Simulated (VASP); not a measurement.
Write the native input for VASP 6.6.1 that does the following.

* Task: electric field gradients
* Functional: PBE
* Potentials or basis: VASP PAW PBE potentials, release 64 (Ge_d)
* Cutoff: 520 eV
* k mesh: 11 × 11 × 6
* Occupations: fermi-dirac, width 0.05 eV
* Spin: no spin polarisation
* Dipole correction: no
* Further INCAR settings: ALGO = Normal; EDIFF = 1e-08; NBANDS = 36

The structure of Ge lies in POSCAR:

```
Ge
1.0
    3.9707555995      0.0000000000      0.0000000000
   -1.9853777998      3.4387752214      0.0000000000
    0.0000000000      0.0000000000      6.5550854883
Ge
4
Direct
    0.6666666667      0.3333333333      0.0629012500
    0.3333333333      0.6666666667      0.5629012500
    0.6666666667      0.3333333333      0.4370987500
    0.3333333333      0.6666666667      0.9370987500
```

This isn't the form of Ge at room conditions, which is diamond.

These files were run (other wordings do the same):

INCAR

```
SYSTEM = Ge
  PREC = Accurate
  ENCUT = 520
  EDIFF = 1E-8
  ISMEAR = -1
  SIGMA = 0.05
  LREAL = .False.
  LASPH = .True.
  NELM = 80
  ALGO = Normal
  ISIF = 2
  LWAVE = .False.
  LCHARG = .False.
  GGA = PE
  LEFG = .True.
  NBANDS = 36
```

KPOINTS

```
Automatic mesh
0
Gamma
  11 11 6
  0 0 0
```

Potentials or basis: VASP PAW PBE potentials, release 64 (Ge_d).

The run is started by

```sh
$ cat potpaw_PBE.64/Ge_d/POTCAR > POTCAR
$ mpirun -np 1 vasp_std > vasp.out
```

It gave:

```yaml
Pressure: 4.4 GPa
Largest_force: 0.013 eV/Å
Band_gap_on_the_k_mesh: zero (bands 28 and 29 overlap by 0.05 eV)
Largest_electric_field_gradient_by_atom: Ge +8.2 V/Å²
```

Caveat: the cell stands under pressure; semilocal functionals underestimate gaps, so a narrow gap can read as zero; without QUAD_EFG the Cq values of the log hold for a quadrupole moment of 1 mb, not for the nuclei.

Wall time 2.7 min on 1 thread of Intel(R) Xeon(R) Platinum 8488C (Sapphire Rapids) (shared host), peak memory 0.29 GiB.
